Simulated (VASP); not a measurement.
MnO2:

```
CELL_PARAMETERS angstrom
2.85658 0.00000 0.00000
-1.42829 2.47387 0.00000
0.00000 0.00000 4.60137
ATOMIC_POSITIONS crystal
Mn 0.00000 0.00000 0.50000
O 0.66667 0.33333 0.29371
O 0.33333 0.66667 0.70629
```

Base run:

- Program: VASP 6.6.1
- Functional: LDA
- Potentials or basis: VASP PAW LDA potentials, release 64 (Mn_pv, O)
- Cutoff: 520 eV
- k mesh: 11 × 11 × 6
- Occupations: fermi-dirac, width 0.03 eV
- Spin: collinear spin, ferromagnetic start
- Starting moments: [4.0, 0.0, 0.0] μB
- Hubbard terms: Mn d U = 4.5 eV

Its results: band gap on the k mesh 1.79 eV (least direct gap 1.95 eV); pressure -2.0 GPa; net moment 3.00 μB per cell; site moments Mn +3.15; O -0.09 μB; largest force 0.157 eV/Å.

Q: The run is repeated on the same cell with these changes: hubbard terms from Mn d U = 4.5 eV to Mn d U = 1.5 eV. What comes out?

A: Band gap on the k mesh 1.16 eV (least direct gap 1.23 eV); pressure -6.1 GPa; net moment 3.00 μB per cell; site moments Mn +2.90; O +0.01 μB; largest force 0.371 eV/Å.

Caveats: a cell with one magnetic atom can't hold antiferromagnetic order, which such compounds often take; the cell stands under tension (at least some runs).

A k mesh can miss the band edges.
